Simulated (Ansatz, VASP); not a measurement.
Se: VASP beside Ansatz

```
Se
1.0
     2.81056    0.00000    0.00000
     0.00000    2.81056    0.00000
     0.00000    0.00000    2.81056
Se
1
Direct
  0.00000 0.00000 0.00000
```

Alike in both runs: task relaxation of cell and atoms; functional LDA; k mesh 9 × 9 × 9; occupations fermi-dirac, width 0.05 eV; no spin polarisation.

|  | VASP | Ansatz |
| --- | --- | --- |
| version | VASP 6.6.1 | Ansatz 0.2.0 |
| potentials or method | VASP PAW LDA potentials, release 64 (Se) | Ansatz PAW |
| plane-wave cutoff (eV) | 600 | 420 |
| valence electrons in the cell | 6 | 16 |

|  | VASP | Ansatz | Ansatz less VASP |
| --- | --- | --- | --- |
| gap on the k mesh at the Fermi level, each at its own relaxed structure (eV) | none | none | - |
| relaxed volume (Å³/atom) | 21.37 | 21.33 | -0.045 |
| relaxed cell length with the largest relative difference (Å) | 2.775 | 2.773 | -0.0019 |

LDA's correlation is that of Perdew and Zunger in VASP and of Perdew and Wang (1992) in Ansatz. A gap of «none» marks a metal or a gap that the smearing closes. VASP's potentials hold 6 valence electrons a cell and Ansatz's 16, so a difference there can come from the potentials and not from the codes.

Noted on Ansatz's run: the plane-wave basis is chosen anew once the cell has moved, so the energies of steps on either side of that aren't comparable.
